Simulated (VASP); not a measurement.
Mg, 1 atom in the cell. It takes space group R-3m (No. 166, trigonal). Conventional cell: a = 3.558 Å, b = 3.558 Å, c = 6.891 Å, α = 90.00°, β = 90.00°, γ = 120.00°. Within 4.1 Å of Mg (site symmetry -3m) lie 12 Mg at 3.08 to 3.56 Å.  This cell differs from its parent crystal: Hg replaced by Mg, lengths x 1.041, strained.

```yaml
Program: VASP 6.6.1
Task: single point
Functional: PBEsol
Potentials_or_basis: VASP PAW PBE potentials, release 64 (Mg)
Cutoff: 520 eV
k_mesh: 15 × 15 × 15
Occupations: gaussian, width 0.1 eV
Spin: no spin polarisation
Dipole_correction: no
Further_INCAR_settings: ALGO = Normal; EDIFF = 1e-06; NBANDS = 7
```

Potentials or basis: VASP PAW PBE potentials, release 64 (Mg).

Command:

```bash
$ cat potpaw_PBE.64/Mg/POTCAR > POTCAR
$ mpirun -np 1 vasp_std > vasp.out
```

Hardware: 1 thread of AMD EPYC 7R13 Processor (Zen 3), on a shared host.

**Question.** Estimate the wall time of this run.

**Answer.** It took 26 s on 1 thread of AMD EPYC 7R13 Processor (Zen 3), on a shared host, peak memory 0.16 GiB. Counts: scf iterations 9, k points 344.
